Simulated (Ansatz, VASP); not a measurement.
Two plane-wave programs on BeS

Contents of POSCAR:

```
BeS
1.0
    0.0000000000      2.3172971951      2.2739637376
    2.3172971951      0.0000000000      2.2739637376
    2.3172971951      2.3172971951      0.0000000000
Be S
1 1
Direct
    0.0000000000      0.0000000000      0.0000000000
    0.5000000000      0.5000000000      0.5000000000
```

File INCAR.step1:

```
PREC     = Accurate       # precision mode
ENCUT    = 520            # plane-wave cutoff, eV
ISMEAR   = 0              # smearing method
SIGMA    = 0.01           # smearing width, eV
LREAL    = F              # projectors in reciprocal space
LASPH    = T              # aspherical terms in the spheres
NELM     = 60             # most SCF steps
NBANDS   = 11             # bands
GGA      = PE             # functional
ALGO     = Normal         # electronic algorithm
EDIFF    = 1E-4           # SCF threshold, eV
LWAVE    = T              # write WAVECAR
LCHARG   = F              # write CHGCAR
```

File INCAR.step2:

```
PREC     = Accurate       # precision mode
ENCUT    = 520            # plane-wave cutoff, eV
EDIFF    = 1E-6           # SCF threshold, eV
ISMEAR   = 0              # smearing method
SIGMA    = 0.01           # smearing width, eV
LREAL    = F              # projectors in reciprocal space
LASPH    = T              # aspherical terms in the spheres
NELM     = 60             # most SCF steps
ALGO     = Normal         # electronic algorithm
ISIF     = 2              # what is computed and relaxed
LWAVE    = F              # write WAVECAR
LCHARG   = F              # write CHGCAR
METAGGA  = R2SCAN         # meta-GGA
LMIXTAU  = T            
NBANDS   = 11             # bands
ISTART   = 1
```

Contents of KPOINTS:

```
Automatic mesh
0
Gamma
  10 10 10
```

Input for Ansatz:

```yaml
crystal:
  lattice:
    - [0.0, 2.3172971951, 2.2739637376]
    - [2.3172971951, 0.0, 2.2739637376]
    - [2.3172971951, 2.3172971951, 0.0]
  atoms:
    - { symbol: Be, position: [0.0, 0.0, 0.0] }
    - { symbol: S, position: [0.5, 0.5, 0.5] }
kpoints:
  mp_grid: { grid: [10, 10, 10] }
  band_path:
    path:
      - [0.0, 0.0, 0.0]
      - [0.5, 0.0, 0.5]
      - [0.625, 0.25, 0.625]
      - [0.375, 0.375, 0.75]
      - [0.5, 0.5, 0.5]
      - [0.5, 0.25, 0.75]
      - [0.140625, 0.140625, 0.28125]
      - [0.5, 0.5, 0.0]
    npoints: 1
hamiltonian:
  xc: r2scan
scf:
  occupations: { method: fixed }
  n_extra_bands: 4
output:
  forces: true
  stress: true
  eigenvalues: true
  write_density: true
  write_potential: true
  elf: true
  volumetric_format: npy
```

Change from the starting cell: uniaxial_z strain -1.9%.

Alike in both runs: task single point; functional r2SCAN; k mesh 10 × 10 × 10; no spin polarisation.

```csv
,VASP,Ansatz
version,VASP 6.6.1,Ansatz 0.2.0
potentials or method,"VASP PAW PBE potentials, release 64 (Be, S)","plane waves, PAW"
plane-wave cutoff (eV),520,500
occupations,"gaussian, width 0.01 eV",fixed
valence electrons in the cell,8,8
```

VASP gave:

- gap on the k mesh at the Fermi level (eV): 1.23
- pressure (GPa): 2.1
- traceless stress, the component that is largest in VASP (GPa): 1.36

Task: Estimate Ansatz's values.

Result: gap on the k mesh at the Fermi level (eV): 1.23; pressure (GPa): 2.2; traceless stress, the component that is largest in VASP (GPa): 1.38.

VASP's potentials were made for PBE, not for r2SCAN.
